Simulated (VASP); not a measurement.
Write the native input for VASP 6.6.1 that does the following.

- Task: single point
- Functional: PBE
- Potentials or basis: VASP PAW PBE potentials, release 64 (Mg, O)
- Cutoff: 520 eV
- k mesh: 9 × 9 × 6
- Occupations: gaussian, width 0.05 eV
- Spin: no spin polarisation
- Dipole correction: no
- Further INCAR settings: ALGO = Normal; EDIFF = 1e-06; NBANDS = 16

The structure of MgO lies in POSCAR:

```
MgO
1.0
    3.6540632219      0.0000000000      0.0000000000
   -1.8270316110      3.1645115772      0.0000000000
    0.0000000000      0.0000000000      4.1258027838
Mg O
2 2
Direct
    0.6666666667      0.3333333333      0.7500000000
    0.3333333333      0.6666666667      0.2500000000
    0.6666666667      0.3333333333      0.2500000000
    0.3333333333      0.6666666667      0.7500000000
```

This cell differs from its parent crystal: volume 11.927 Å^3 an atom, c/a of the conventional cell 1.1291.

The input as run:

INCAR

```
SYSTEM = MgO
ALGO = Normal
EDIFF = 1E-6
ENCUT = 520
GGA = PE
ISIF = 2
ISMEAR = 0
LASPH = .TRUE.
LCHARG = .FALSE.
LREAL = .FALSE.
LWAVE = .FALSE.
NBANDS = 16
NELM = 80
PREC = Accurate
SIGMA = 0.05
```

KPOINTS

```
k-points
0
G
  9 9 6
  0 0 0
```

Potentials or basis: VASP PAW PBE potentials, release 64 (Mg, O).

Command:

```bash
$ cat potpaw_PBE.64/Mg/POTCAR potpaw_PBE.64/O/POTCAR > POTCAR
$ mpirun -np 1 vasp_std > vasp.out
```

Results of the run:

The pressure is -4.7 GPa and the band gap on the k mesh is 3.14 eV, direct.

Run time: 35 s on 1 thread of Intel(R) Xeon(R) Platinum 8259CL CPU @ 2.50GHz (Skylake/Cascade Lake), on a shared host, peak memory 0.18 GiB.
